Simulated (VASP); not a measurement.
A run of VASP 6.6.1 is set up as follows.

INCAR

```
PREC = Accurate
ENCUT = 520
EDIFF = 1E-6
ISMEAR = 0
SIGMA = 0.02
LREAL = Auto
LASPH = True
NELM = 80
ALGO = Normal
ISIF = 2
LWAVE = False
LCHARG = True
GGA = CA
LELF = True
LVHAR = True
NBANDS = 53
```

KPOINTS

```
Automatic mesh
0
Gamma
  4 4 4
```

The input POSCAR:

```
SiO2
1.0
    6.9479116570      0.0000000000      0.0000000000
    0.0000000000      6.9479116570      0.0000000000
    0.0000000000      0.0000000000      6.4771589793
Si O
5 10
Direct
    0.2688389031      0.0000000000      0.1192015490
    0.0000000000      0.7311610969      0.8807984510
    0.0000000000      0.2688389031      0.8807984510
    0.7311610969      0.0000000000      0.1192015490
    0.0000000000      0.0000000000      0.5000000000
    0.1891773342      0.0000000000      0.3541242598
    0.0000000000      0.8108226658      0.6458757402
    0.0000000000      0.1891773342      0.6458757402
    0.8108226658      0.0000000000      0.3541242598
    0.1896322441      0.1896322441      0.0000000000
    0.1896322441      0.8103677559      0.0000000000
    0.8103677559      0.1896322441      0.0000000000
    0.8103677559      0.8103677559      0.0000000000
    0.5000000000      0.0000000000      0.1214141363
    0.0000000000      0.5000000000      0.8785858637
```

Potentials or basis: VASP PAW LDA potentials, release 64 (Si, O).

Command:

```bash
$ cat potpaw_LDA.64/Si/POTCAR potpaw_LDA.64/O/POTCAR > POTCAR
$ mpirun -np 1 vasp_std > vasp.out
```

Problem. Estimate the band gap on the k mesh.

Solution. 5.56 eV, indirect (least direct gap 5.61 eV).

Problem. Estimate the largest force.

Solution. 0.086 eV/Å.

Stress tensor (GPa, compression positive):
```
-2.19  0.00  0.00
 0.00 -2.19  0.00
 0.00  0.00 -2.10
```

 A k mesh can miss the band edges.
